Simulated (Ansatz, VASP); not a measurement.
**One calculation of SnSe, two programs**

Contents of INCAR:

```
SYSTEM = SnSe
  PREC = Accurate
  ENCUT = 520
  EDIFF = 1E-6
  ISMEAR = 0
  SIGMA = 0.01
  LREAL = .False.
  LASPH = .True.
  NELM = 80
  ALGO = Normal
  ISIF = 2
  LWAVE = .False.
  LCHARG = .True.
  GGA = PE
  LELF = .True.
  LVHAR = .True.
  NBANDS = 17
```

File KPOINTS:

```
Automatic mesh
0
Gamma
  10 10 10
  0 0 0
```

Contents of POSCAR:

```
SnSe
1.0
    0.0000000000      3.4244134937      3.4244134937
    3.4244134937      0.0000000000      3.4244134937
    3.4244134937      3.4244134937      0.0000000000
Sn Se
1 1
Direct
    0.0000000000      0.0000000000      0.0000000000
    0.2500000000      0.2500000000      0.2500000000
```

Input for Ansatz:

```yaml
crystal:
  lattice:
    - [0.0, 3.4244134937, 3.4244134937]
    - [3.4244134937, 0.0, 3.4244134937]
    - [3.4244134937, 3.4244134937, 0.0]
  atoms:
    - { symbol: Sn, position: [0.0, 0.0, 0.0] }
    - { symbol: Se, position: [0.25, 0.25, 0.25] }
basis:
  ecutwfc: 420
kpoints:
  mp_grid: { grid: [10, 10, 10] }
hamiltonian:
  xc: pbe
scf:
  occupations: { method: gaussian, width: 0.01 }
output:
  forces: true
  stress: true
  eigenvalues: true
```

Alike in both runs: task single point; functional PBE; k mesh 10 × 10 × 10; occupations gaussian, width 0.01 eV; no spin polarisation.

|  | VASP | Ansatz |
| --- | --- | --- |
| version | VASP 6.6.1 | Ansatz 0.2.0 |
| potentials or method | VASP PAW PBE potentials, release 64 (Sn_d, Se), cutoff 520 eV | scalar-relativistic, plane waves, PAW |
| valence electrons in the cell | 20 | 30 |

|  | VASP | Ansatz | Ansatz less VASP |
| --- | --- | --- | --- |
| gap on the k mesh at the Fermi level (eV) | 0.21 | 0.21 | +0.001 |
| least direct gap on the mesh (eV) | 0.73 | 0.73 | +0.001 |
| pressure (GPa) | -0.9 | -0.9 | 0.00 |

VASP's potentials hold 20 valence electrons a cell and Ansatz's 30, so a difference there can come from the potentials and not from the codes.
